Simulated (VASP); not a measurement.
# CoH3 (Pm-3n) in VASP: relaxation of cell and atoms with PBE

Aim: the relaxation of cell and atoms of CoH3 with PBE.

Program: VASP 6.6.1. These are calculated values, not measurements. Logs are shortened: lines on timing, memory, paths and dates and some standing lists are left out, and cuts for length are marked.

## Step 1: The cell of the first run

Symmetry: Pm-3n, No. 223, cubic system. Conventional cell: a = 3.831 Å, b = 3.831 Å, c = 3.831 Å, α = 90.00°, β = 90.00°, γ = 90.00°. Co (site symmetry m-3) has 12 H at 2.14 Å within 2.8 Å. H (site symmetry -4m2) has 10 H at 1.92 to 2.35 Å and 4 Co at 2.14 Å within 2.5 Å.

The cell was built from a structure type or drawn by symmetry, and may not be a known phase.

## Step 2: Relaxation of cell and atoms, PBE, collinear spin, ferromagnetic start

INCAR reads:

```
PREC     = Accurate       # precision mode
ENCUT    = 600            # plane-wave cutoff, eV
EDIFF    = 1E-7           # SCF threshold, eV
ISMEAR   = 0              # smearing method
SIGMA    = 0.15           # smearing width, eV
LREAL    = F              # projectors in reciprocal space
LASPH    = T              # aspherical terms in the spheres
NELM     = 150            # most SCF steps
ALGO     = Normal         # electronic algorithm
ISIF     = 3              # what is computed and relaxed
LWAVE    = F              # write WAVECAR
LCHARG   = F              # write CHGCAR
ISPIN    = 2              # spin polarisation
MAGMOM   = 3 3 0 0 0 0 0 0 # initial moments
LORBIT   = 11             # projections on sites
LMAXMIX  = 4              # l up to which the mixer works
GGA      = PE             # functional
IBRION   = 2              # ionic algorithm
NSW      = 36             # ionic steps
EDIFFG   = -0.08          # ionic threshold
```

KPOINTS reads:

```
regular mesh
0
Gamma
  3 3 3
```

POSCAR reads:

```
CoH3
1.0
    3.8307925500      0.0000000000      0.0000000000
    0.0000000000      3.8307925500      0.0000000000
    0.0000000000      0.0000000000      3.8307925500
Co H
2 6
Direct
    0.0000000000      0.0000000000      0.0000000000
    0.5000000000      0.5000000000      0.5000000000
    0.2500000000      0.0000000000      0.5000000000
    0.5000000000      0.7500000000      0.0000000000
    0.7500000000      0.0000000000      0.5000000000
    0.5000000000      0.2500000000      0.0000000000
    0.0000000000      0.5000000000      0.7500000000
    0.0000000000      0.5000000000      0.2500000000
```

Potentials or basis: VASP PAW PBE potentials, release 64 (Co, H).

Launch:

```sh
$ cat potpaw_PBE.64/Co/POTCAR potpaw_PBE.64/H/POTCAR > POTCAR
$ mpirun -np 1 vasp_std > vasp.out
```

OUTCAR:

```text
PREC = Accurate
   ENCUT = 600
   EDIFF = 1E-7
   ISMEAR = 0
   LREAL = F
   LASPH = T
   NELM = 150
   ISIF = 3
   ISPIN = 2
   LORBIT = 11
   GGA = PE
   IBRION = 2
   NSW = 36
   EDIFFG = -0.08

 ion  position               nearest neighbor table
   1  0.000  0.000  0.000-
   2  0.500  0.500  0.500-
   3  0.250  0.000  0.500-
   4  0.500  0.750  0.000-
   5  0.750  0.000  0.500-
   6  0.500  0.250  0.000-
   7  0.000  0.500  0.750-
   8  0.000  0.500  0.250-

  LATTYP: Found a simple cubic cell.
 ALAT       =     3.8307925500

  Lattice vectors:

 A1 = (   3.8307925500,   0.0000000000,   0.0000000000)
 A2 = (   0.0000000000,   3.8307925500,   0.0000000000)
 A3 = (   0.0000000000,   0.0000000000,   3.8307925500)

Analysis of symmetry for initial positions (statically):
=====================================================================
 Subroutine PRICEL returns:
 Original cell was already a primitive cell.

 Routine SETGRP: Setting up the symmetry group for a
 simple cubic supercell.

 Subroutine GETGRP returns: Found 48 space group operations
 (whereof 24 operations were pure point group operations)
 out of a pool of 48 trial point group operations.

The static configuration has the point symmetry T_h .
 The point group associated with its full space group is O_h .

Analysis of symmetry for dynamics (positions and initial velocities):
=====================================================================
 Subroutine PRICEL returns:
 Original cell was already a primitive cell.

 Routine SETGRP: Setting up the symmetry group for a
 simple cubic supercell.

 Subroutine GETGRP returns: Found 48 space group operations
 (whereof 24 operations were pure point group operations)
 out of a pool of 48 trial point group operations.

The dynamic configuration has the point symmetry T_h .
 The point group associated with its full space group is O_h .

Analysis of structural, dynamic, and magnetic symmetry:
=====================================================================
 Subroutine PRICEL returns:
 Original cell was already a primitive cell.

 Routine SETGRP: Setting up the symmetry group for a
 simple cubic supercell.

 Subroutine GETGRP returns: Found 48 space group operations
 (whereof 24 operations were pure point group operations)
 out of a pool of 48 trial point group operations.

The overall configuration has the point symmetry T_h .
 The point group associated with its full space group is O_h .

 Subroutine INISYM returns: Found 48 space group operations
 (whereof 24 operations are pure point group operations),
 and found     1 'primitive' translations

----------------------------------------------------------------------------------------

                                     Primitive cell

  volume of cell :      56.2168

  direct lattice vectors                    reciprocal lattice vectors
     3.830792550  0.000000000  0.000000000     0.261042588  0.000000000  0.000000000
     0.000000000  3.830792550  0.000000000     0.000000000  0.261042588  0.000000000
     0.000000000  0.000000000  3.830792550     0.000000000  0.000000000  0.261042588

  length of vectors
     3.830792550  3.830792550  3.830792550     0.261042588  0.261042588  0.261042588

  position of ions in fractional coordinates (direct lattice)
     0.000000000  0.000000000  0.000000000
     0.500000000  0.500000000  0.500000000
     0.250000000  0.000000000  0.500000000
     0.500000000  0.750000000  0.000000000
     0.750000000  0.000000000  0.500000000
     0.500000000  0.250000000  0.000000000
     0.000000000  0.500000000  0.750000000
     0.000000000  0.500000000  0.250000000

  ion indices of the primitive-cell ions
   primitive index   ion index
                 1           1
                 2           2
                 3           3
                 4           4
                 5           5
                 6           6
                 7           7
                 8           8

----------------------------------------------------------------------------------------

 KPOINTS: regular mesh

Automatic generation of k-mesh.
 Grid dimensions read from file:
 generate k-points for:    3    3    3

 Generating k-lattice:

  Cartesian coordinates                     Fractional coordinates (reciprocal lattice)
     0.087014196  0.000000000  0.000000000     0.333333333  0.000000000  0.000000000
     0.000000000  0.087014196  0.000000000     0.000000000  0.333333333  0.000000000
     0.000000000  0.000000000  0.087014196     0.000000000  0.000000000  0.333333333

  Length of vectors
     0.087014196  0.087014196  0.087014196

  Shift w.r.t. Gamma in fractional coordinates (k-lattice)
     0.000000000  0.000000000  0.000000000

 Subroutine IBZKPT returns following result:
 ===========================================

 Found      4 irreducible k-points:

 Following reciprocal coordinates:
            Coordinates               Weight
  0.000000  0.000000  0.000000      1.000000
  0.333333  0.000000  0.000000      6.000000
  0.333333  0.333333  0.000000     12.000000
  0.333333  0.333333  0.333333      8.000000
   k-points           NKPTS =      4   k-points in BZ     NKDIM =      4   number of bands    NBANDS=     20
   number of dos      NEDOS =    301   number of ions     NIONS =      8
   total plane-waves  NPLWV =  32768
   dimension x,y,z NGX =    32 NGY =   32 NGZ =   32
   dimension x,y,z NGXF=    64 NGYF=   64 NGZF=   64
   ions per type =               2   6
   NGX,Y,Z   is equivalent  to a cutoff of  13.89, 13.89, 13.89 a.u.
   NGXF,Y,Z  is equivalent  to a cutoff of  27.77, 27.77, 27.77 a.u.
 SYSTEM =  unknown system
   PREC   = accura    normal or accurate (medium, high low for compatibility)
   ISTART =      0    job   : 0-new  1-cont  2-samecut
   ICHARG =      2    charge: 1-file 2-atom 10-const
   ISPIN  =      2    spin polarized calculation?
   LNONCOLLINEAR =      F non collinear calculations
   LSORBIT =      F    spin-orbit coupling
   LASPH  =      T    aspherical Exc in radial PAW
   ENCUT  =  600.0 eV  44.10 Ry    6.64 a.u.   7.65  7.65  7.65*2*pi/ulx,y,z
   NELM   =    150;   NELMIN=  2; NELMDL= -5     # of ELM steps
   EDIFF  = 0.1E-06   stopping-criterion for ELM
   LREAL  =      F    real-space projection
   EDIFFG = -.8E-01   stopping-criterion for IOM
   NSW    =     36    number of steps for IOM
   IBRION =      2    ionic relax: 0-MD 1-quasi-New 2-CG
   NFREE  =      1    steps in history (QN), initial steepest desc. (CG)
   ISIF   =      3    stress and relaxation
   ISYM   =      2    0-nonsym 1-usesym 2-fastsym
   POTIM  = 0.5000    time-step for ionic-motion
   TEBEG  =    0.0;   TEEND  =   0.0 temperature during run
   PSTRESS=    0.0 pullay stress
   NELECT =      24.0000    total number of electrons
   NUPDOWN=      -1.0000    fix difference up-down
   EMIN   =  10.00;   EMAX   =-10.00  energy-range for DOS
   EFERMI =   0.00;   METHOD = LEGACY
   ISMEAR =     0;   SIGMA  =   0.15  broadening in eV -4-tet -1-fermi 0-gaus
   EFERMI_NEDOS =   21; number of points for ismear=-14 and -15
   IALGO  =     38    algorithm
   IMIX   =      4    mixing-type and parameters
     AMIX     =   0.40;   BMIX     =  1.00
     AMIX_MAG =   1.60;   BMIX_MAG =  1.00
  volume/ion in A,a.u.               =       7.03        47.42
  Fermi-wavevector in a.u.,A,eV,Ry     =   1.232698  2.329461 20.674648  1.519544
  Thomas-Fermi vector in A             =   2.367458
   LORBIT       =     11    0 simple, 1 ext, 2 COOP (PROOUT), +10 PAW based schemes
   GGA     = PE    functional components
   LHFCALC =     F    Hartree Fock is set to
   AEXX    =    0.0000 exact exchange contribution
   IVDW    =     0    specifies the selected vdW correction
   LEPSILON=     F    determine dielectric tensor
   LRPA    =     F    only Hartree local field effects (RPA)
 conjugate gradient relaxation of ions
 spin polarized calculation
 Gauss-broadening in eV      SIGMA  =   0.15
  energy-cutoff  :      600.00
  volume of cell :       56.22
 maximum number of plane-waves:      1891
 NGX is ok and might be reduce to    30
   NGX = 15   NGY = 15   NGZ = 15

--------------------------------------- Ionic step        1  -------------------------------------------

 number of electron      23.9999999 magnetization       1.3631219

 Free energy of the ion-electron system (eV)
  ---------------------------------------------------
  ext. energy  EPLUGINS =         0.00000000
  ---------------------------------------------------
  free energy    TOTEN  =       -27.78633268 eV

  energy without entropy =      -27.73231334  energy(sigma->0) =      -27.75932301

 E-fermi :   3.4356     XC(G=0): -10.6465

 val. band max:        3.4210125650   @ k =   0.3333   0.3333   0.0000
 cond. band min:       3.4964366572   @ k =   0.3333   0.3333   0.3333
 fundamental gap:      0.0754240922
 Fermi energy:         3.4355893002
[... 187 lines left out ...]
     19      13.9666      0.00000
     20      13.9666      0.00000

------------------------ aborting loop EDIFF was not reached (unconverged)  ----------------------------

  FORCE on cell =-STRESS in cart. coord.  units (eV):
  Direction    XX          YY          ZZ          XY          YZ          ZX
  --------------------------------------------------------------------------------------
  -------------------------------------------------------------------------------------
  Total      -11.5200412    -11.5200412    -11.5200412      0.0000000     -0.0000000     -0.0000000
  in kB     -328.3210379   -328.3210379   -328.3210379      0.0000000     -0.0000000     -0.0000000
  external PRESSURE =    -328.3210379 kB  Pullay stress =       0.0000000 kB
[... 393 lines left out ...]
--------------------------------------- Ionic step        6  -------------------------------------------

 number of electron      24.0000008 magnetization       0.0455047

 Free energy of the ion-electron system (eV)
  ---------------------------------------------------
  ext. energy  EPLUGINS =         0.00000000
  ---------------------------------------------------
  free energy    TOTEN  =       -31.01232764 eV

  energy without entropy =      -30.96491265  energy(sigma->0) =      -30.98862014

 E-fermi :   8.6311     XC(G=0): -12.7529

 val. band max:        7.8102939445   @ k =   0.3333   0.3333   0.3333
 cond. band min:       8.6541577157   @ k =   0.3333   0.3333   0.3333
 fundamental gap:      0.8438637712
 Fermi energy:         8.6311242607
[... 222 lines left out ...]
  FREE ENERGIE OF THE ION-ELECTRON SYSTEM (eV)
  ---------------------------------------------------
  free  energy   TOTEN  =       -31.0123276355 eV

  energy  without entropy=      -30.9649126510  energy(sigma->0) =      -30.98862014

 reached required accuracy - stopping structural energy minimisation

 total charge

# of ion       s       p       d       tot
------------------------------------------
    1        0.334   0.508   7.574   8.416
    2        0.334   0.508   7.574   8.416
    3        0.486   0.030   0.000   0.516
    4        0.486   0.030   0.000   0.516
    5        0.486   0.030   0.000   0.516
    6        0.486   0.030   0.000   0.516
    7        0.486   0.030   0.000   0.516
    8        0.486   0.030   0.000   0.516
--------------------------------------------------
tot          3.586   1.195  15.148  19.928

 magnetization (x)

# of ion       s       p       d       tot
------------------------------------------
    1       -0.000   0.001   0.022   0.023
    2       -0.000   0.001   0.022   0.023
    3       -0.000  -0.000   0.000  -0.000
    4       -0.000  -0.000   0.000  -0.000
    5       -0.000  -0.000   0.000  -0.000
    6       -0.000  -0.000   0.000  -0.000
    7       -0.000  -0.000   0.000  -0.000
    8       -0.000  -0.000   0.000  -0.000
--------------------------------------------------
tot         -0.000   0.002   0.045   0.046
```

Run time: 7.5 min. Hardware: 1 thread of AMD EPYC 7R43 (Zen 3), shared host; peak memory 0.19 GiB.

What came out:

```
Free energy                                           : -31.0123 eV
Relaxed volume                                        : 4.48 Å³/atom
Relaxed cell                                          : a = 3.297 Å, b = 3.297 Å, c = 3.297 Å, α = 90.00°, β = 90.00°, γ = 90.00°
Space group after relaxing (to 0.1 Å)                 : Pm-3n (No. 223)
Energy gained by relaxing                             : 403.2 meV/atom
Ionic steps                                           : 6
Pressure after relaxing                               : 0.1 GPa
Net moment                                            : 0.05 μB per cell
Site moments                                          : Co +0.02; H -0.00 μB
Valence electrons inside the program's atomic spheres : Co 8.42; H 0.52
```

Step by step:
```csv
step,energy change (eV),largest force (eV/Å),pressure (GPa),volume (Å³)
1,0.0000,0.0000,-32.83,56.22
2,-2.2306,0.0000,-27.75,45.30
3,-3.0284,0.0000,-15.53,39.61
4,-2.3552,0.0000,53.21,29.70
5,-3.2163,0.0000,-3.91,36.64
6,-3.2260,0.0000,0.13,35.84
```

Final structure:
```xyz
8
Lattice="3.2970 0.0000 0.0000 0.0000 3.2970 0.0000 0.0000 0.0000 3.2970" Properties=species:S:1:pos:R:3 pbc="T T T"
Co    3.2970    3.2970    3.2970
Co    1.6485    1.6485    1.6485
H     0.8243    3.2970    1.6485
H     1.6485    2.4728    0.0000
H     2.4728    0.0000    1.6485
H     1.6485    0.8243    0.0000
H     0.0000    1.6485    2.4728
H     0.0000    1.6485    0.8243
```

Caveat: the k points lie up to 0.64 Å⁻¹ apart in the final cell; the volume moved by over 15 % at a fixed basis, so the end points are rough.
